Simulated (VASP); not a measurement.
A run of VASP 6.6.1:

POSCAR

```
HC4
1.0
    5.0350011261      0.0000000000      0.0000000000
    0.0000000000      2.5175005631      0.0000000000
    0.0000000000      0.0000000000     19.7329018234
C H
16 4
Direct
    0.5000000000      0.5000000000      0.2357689632
    0.0000000000      0.5000000000      0.2357689632
    0.5000000000      0.0000000000      0.2808748918
    0.0000000000      0.0000000000      0.2808748918
    0.7500000000      0.0000000000      0.3259808203
    0.2500000000      0.0000000000      0.3259808203
    0.7500000000      0.5000000000      0.3710867489
    0.2500000000      0.5000000000      0.3710867489
   -0.0031054865      0.5000000000      0.4234546473
    0.5014810101      0.5000000000      0.4168668320
   -0.0032764580      0.0000000000      0.4739105944
    0.5041380209      0.0000000000      0.4620241166
    0.2652246070      0.0000000000      0.5152799963
    0.7255819631      0.0000000000      0.5210154830
    0.3607467120      0.5000000000      0.5502681917
    0.6341750147      0.5000000000      0.5643563376
    0.6429144453      0.5000000000      0.1982508924
    0.3570855547      0.5000000000      0.1982508924
    0.1423584706      0.5000000000      0.1980631397
   -0.1423584706      0.5000000000      0.1980631397
```

Contents of INCAR.step1:

```
ALGO = Normal
DIPOL = 0.5 0.5 0.357
EDIFF = 1E-4
ENCUT = 520
GGA = PE
IDIPOL = 3
ISMEAR = 0
LASPH = T
LCHARG = F
LDIPOL = T
LREAL = Auto
LWAVE = T
NBANDS = 50
NELM = 80
PREC = Accurate
SIGMA = 0.05
```

INCAR.step2

```
ALGO = Normal
DIPOL = 0.5 0.5 0.357
EDIFF = 1E-6
ENCUT = 520
IDIPOL = 3
ISIF = 2
ISMEAR = 0
ISTART = 1
LASPH = T
LCHARG = T
LDIPOL = T
LELF = T
LMIXTAU = T
LREAL = Auto
LVACPOTAV = T
LVHAR = T
LWAVE = F
METAGGA = R2SCAN
NBANDS = 50
NELM = 80
PREC = Accurate
SIGMA = 0.05
```

Contents of KPOINTS:

```
k-points
0
Gamma
  5 10 1
```

Potentials or basis: VASP PAW PBE potentials, release 64 (C, H).

Run with:

```bash
$ cat potpaw_PBE.64/C/POTCAR potpaw_PBE.64/H/POTCAR > POTCAR
$ cp INCAR.step1 INCAR
$ mpirun -np 1 vasp_std > vasp.out
$ cp INCAR.step2 INCAR
$ mpirun -np 1 vasp_std > vasp.out
```

Hardware: 1 thread of AMD EPYC 9R45 96-Core Processor (Zen 5) (shared host).

Problem. Estimate the wall time of this run.

Solution. It took 13 min on 1 thread of AMD EPYC 9R45 96-Core Processor (Zen 5), with other jobs on the host, peak memory 0.39 GiB. Counts: k points 18.
